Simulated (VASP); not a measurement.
A run of VASP 6.6.1 is set up as follows.

The input INCAR:

```
PREC     = Accurate       # precision mode
ENCUT    = 520            # plane-wave cutoff, eV
EDIFF    = 1E-7           # SCF threshold, eV
ISMEAR   = -1             # smearing method
SIGMA    = 0.08           # smearing width, eV
LREAL    = False          # projectors in reciprocal space
LASPH    = True           # aspherical terms in the spheres
NELM     = 100            # most SCF steps
ALGO     = Normal         # electronic algorithm
ISIF     = 2              # what is computed and relaxed
LWAVE    = False          # write WAVECAR
LCHARG   = False          # write CHGCAR
GGA      = PE             # functional
NBANDS   = 21             # bands
```

File KPOINTS:

```
regular mesh
0
Gamma
  14 14 8
```

The input POSCAR:

```
Pb
1.0
    3.5334053558      0.0000000000      0.0000000000
   -1.7667026779      3.0600187999      0.0000000000
    0.0000000000      0.0000000000      5.4223000000
Pb
2
Direct
    0.3333333333      0.6666666667      0.2500000000
    0.6666666667      0.3333333333      0.7500000000
```

Potentials or basis: VASP PAW PBE potentials, release 64 (Pb_d).

Run with:

```bash
$ cat potpaw_PBE.64/Pb_d/POTCAR > POTCAR
$ mpirun -np 1 vasp_std > vasp.out
```

(1) Estimate the pressure.

(2) Estimate the band gap on the k mesh.

## Answers

(1) 4.3 GPa.

(2) zero (bands 14 and 15 overlap by 7.20 eV).

Caveat: the cell stands under pressure; spin-orbit coupling is left out, which moves the levels of the heavy elements.
